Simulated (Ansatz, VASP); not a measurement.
**SiSe: VASP beside Ansatz**

File POSCAR:

```
SiSe
1.0
    3.5952000000      0.0000000000      0.0000000000
   -1.7976000000      3.1135300000      0.0000000000
    0.0000000000      0.0000000000      3.5987300000
Si Se
1 1
Direct
    0.6666700000      0.3333300000      0.5000000000
    0.0000000000      0.0000000000      0.0000000000
```

INCAR.step1

```
ALGO = Normal
EDIFF = 1E-5
ENCUT = 520
GGA = PE
ISIF = 2
ISMEAR = -1
LASPH = T
LCHARG = F
LREAL = F
LWAVE = T
NBANDS = 12
NELM = 100
PREC = Accurate
SIGMA = 0.05
```

Contents of INCAR.step2:

```
AEXX = 0.25
ALGO = Normal
EDIFF = 1E-6
ENCUT = 520
GGA = PE
HFSCREEN = 0.3
ISIF = 2
ISMEAR = -1
ISTART = 1
LASPH = T
LCHARG = F
LHFCALC = T
LREAL = F
LWAVE = F
NBANDS = 12
NELM = 100
PREC = Accurate
PRECFOCK = Normal
SIGMA = 0.05
```

File KPOINTS:

```
k-points
0
Gamma
  5 5 4
```

File input:

```
crystal:
  lattice:
    - [3.5952, 0.0, 0.0]
    - [-1.7976, 3.11353, 0.0]
    - [0.0, 0.0, 3.59873]
  atoms:
    - { symbol: Si, position: [0.66667, 0.33333, 0.5] }
    - { symbol: Se, position: [0.0, 0.0, 0.0] }
hamiltonian:
  xc: { exchange: pbe, correlation: pbe, exx: { coeff: 0.25, omega: 0.3 } }
  pseudopotentials: { kind: paw }
kpoints:
  mp_grid: { grid: [5, 5, 4] }
  band_path:
    path:
      - [[0.0, 0.0, 0.0], [0.5, 0.0, 0.0], [0.3333333333, 0.3333333333, 0.0], [0.0, 0.0, 0.0], [0.0, 0.0, 0.5], [0.5, 0.0, 0.5], [0.3333333333, 0.3333333333, 0.5], [0.0, 0.0, 0.5]]
      - [[0.5, 0.0, 0.5], [0.5, 0.0, 0.0]]
      - [[0.3333333333, 0.3333333333, 0.0], [0.3333333333, 0.3333333333, 0.5]]
    npoints: 4
scf:
  occupations: { method: fermi_dirac, width: 0.05 }
  n_extra_bands: 6
output:
  forces: true
  stress: true
  eigenvalues: true
  fatbands: false
```

Alike in both runs: functional PBE-based screened hybrid with a share of 0.25 of exact exchange and HFSCREEN = 0.3; k mesh 5 × 5 × 4; occupations fermi-dirac, width 0.05 eV; no spin polarisation.

```csv
,VASP,Ansatz
version,VASP 6.6.1,Ansatz 0.2.0
potentials or method,"VASP PAW PBE potentials, release 64 (Si, Se)",Ansatz PAW
plane-wave cutoff (eV),520,420
valence electrons in the cell,10,20
task,single point,band structure
```

Ansatz gave:

| Item | Value |
| --- | --- |
| gap on the k mesh at the Fermi level (eV) | none |
| pressure (GPa) | -2.4 |
| traceless stress, the component that is largest in VASP (GPa) | -1.00 |

**Question.** What did VASP give for the same quantities?

**Answer.** gap on the k mesh at the Fermi level (eV): none; pressure (GPa): -2.6; traceless stress, the component that is largest in VASP (GPa): -1.06.

VASP's potentials were made for PBE, not for PBE-based screened hybrid. A gap of «none» marks a metal or a gap that the smearing closes. With one functional, cell and mesh, what is left measures potentials, basis and numerics. VASP's potentials hold 10 valence electrons a cell and Ansatz's 20, so a difference there can come from the potentials and not from the codes.

The k mesh is coarse, so the values compare programs but aren't converged.
